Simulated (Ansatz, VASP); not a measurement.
**Yb: VASP beside Ansatz**

The input INCAR:

```
PREC     = Accurate       # precision mode
ENCUT    = 600            # plane-wave cutoff, eV
EDIFF    = 1E-6           # SCF threshold, eV
ISMEAR   = -1             # smearing method
SIGMA    = 0.05           # smearing width, eV
LREAL    = F              # projectors in reciprocal space
LASPH    = T              # aspherical terms in the spheres
NELM     = 100            # most SCF steps
ALGO     = Normal         # electronic algorithm
ISIF     = 3              # what is computed and relaxed
LWAVE    = F              # write WAVECAR
LCHARG   = F              # write CHGCAR
GGA      = PE             # functional
IBRION   = 2              # ionic algorithm
NSW      = 100            # ionic steps
EDIFFG   = -0.005         # ionic threshold
```

The input KPOINTS:

```
Automatic mesh
0
Gamma
  15 15 15
```

File POSCAR:

```
Yb
1.0
   -1.9254483803      1.9254483803      1.9254483803
    1.9254483803     -1.9254483803      1.9254483803
    1.9254483803      1.9254483803     -1.9254483803
Yb
1
Direct
    0.0000000000      0.0000000000      0.0000000000
```

Input for Ansatz:

```yaml
crystal:
  lattice:
    - [-1.9254483803, 1.9254483803, 1.9254483803]
    - [1.9254483803, -1.9254483803, 1.9254483803]
    - [1.9254483803, 1.9254483803, -1.9254483803]
  atoms:
    - { symbol: Yb, position: [0.0, 0.0, 0.0] }
kpoints:
  mp_grid: { grid: [15, 15, 15] }
scf:
  occupations: { method: fermi_dirac, width: 0.05 }
hamiltonian:
  xc: pbe
  pseudopotentials: { kind: paw }
output:
  forces: true
  stress: true
relax:
  f_tol: 0.005
  max_steps: 80
  cell: {}
```

Alike in both runs: task relaxation of cell and atoms; functional PBE; k mesh 15 × 15 × 15; occupations fermi-dirac, width 0.05 eV; no spin polarisation.

|  | VASP | Ansatz |
| --- | --- | --- |
| version | VASP 6.6.1 | Ansatz 0.2.0 |
| potentials or method | VASP PAW PBE potentials, release 64 (Yb) | PAW with Ansatz's default frozen-core files, scalar-relativistic |
| plane-wave cutoff (eV) | 600 | 420 |
| valence electrons in the cell | 24 | 24 |

|  | VASP | Ansatz | Ansatz less VASP |
| --- | --- | --- | --- |
| relaxed volume (Å³/atom) | 34.26 | 34.58 | +0.314 |
| relaxed cell length with the largest relative difference (Å) | 3.544 | 3.555 | +0.0108 |

Spin-orbit coupling is off throughout. Noted on VASP's run: the volume moved by over 15 % at a fixed basis, so the end points are rough.
